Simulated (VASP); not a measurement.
A run of VASP 6.6.1:

POSCAR

```
TiS2
1.0
    3.4254637076      0.0000000000      0.0000000000
   -1.7127318538      2.9665385905      0.0000000000
    0.0000000000      0.0000000000     29.5200000028
S Ti
2 1
Direct
    0.3333333333      0.6666666667      0.2380896098
    0.6666666667      0.3333333333      0.3330486016
    0.0000000000      0.0000000000      0.2855691057
```

Contents of INCAR.step1:

```
PREC     = Accurate       # precision mode
ENCUT    = 440            # plane-wave cutoff, eV
ISMEAR   = 0              # smearing method
SIGMA    = 0.08           # smearing width, eV
LREAL    = F              # projectors in reciprocal space
LASPH    = T              # aspherical terms in the spheres
NELM     = 120            # most SCF steps
LDIPOL   = T            
IDIPOL   = 3            
DIPOL    = 0.5 0.5 0.286
NBANDS   = 19             # bands
GGA      = PE             # functional
ALGO     = Normal         # electronic algorithm
EDIFF    = 1E-5           # SCF threshold, eV
LWAVE    = T              # write WAVECAR
LCHARG   = F              # write CHGCAR
GGA_COMPAT= F            
NELMDL   = -8
```

Contents of INCAR.step2:

```
PREC     = Accurate       # precision mode
ENCUT    = 440            # plane-wave cutoff, eV
EDIFF    = 1E-6           # SCF threshold, eV
ISMEAR   = 0              # smearing method
SIGMA    = 0.08           # smearing width, eV
LREAL    = F              # projectors in reciprocal space
LASPH    = T              # aspherical terms in the spheres
NELM     = 120            # most SCF steps
ALGO     = Normal         # electronic algorithm
ISIF     = 2              # what is computed and relaxed
LWAVE    = F              # write WAVECAR
LCHARG   = T              # write CHGCAR
LDIPOL   = T            
IDIPOL   = 3            
DIPOL    = 0.5 0.5 0.286
METAGGA  = R2SCAN         # meta-GGA
LMIXTAU  = T            
LELF     = T              # ELF
LVHAR    = T            
LVACPOTAV= T            
NBANDS   = 19             # bands
ISTART   = 1            
GGA_COMPAT= F
```

Contents of KPOINTS:

```
regular mesh
0
Gamma
  12 12 1
```

Potentials or basis: VASP PAW PBE potentials, release 64 (S, Ti_sv).

Command:

```console
$ cat potpaw_PBE.64/S/POTCAR potpaw_PBE.64/Ti_sv/POTCAR > POTCAR
$ cp INCAR.step1 INCAR
$ mpirun -np 1 vasp_std > vasp.out
$ cp INCAR.step2 INCAR
$ mpirun -np 1 vasp_std > vasp.out
```

Hardware: 1 thread of Intel Xeon 8259CL (shared host).

Estimate the wall time of this run.

It took 13 min on 1 thread of Intel Xeon 8259CL, with other jobs on the host, peak memory 0.42 GiB. Counts: k points 19.
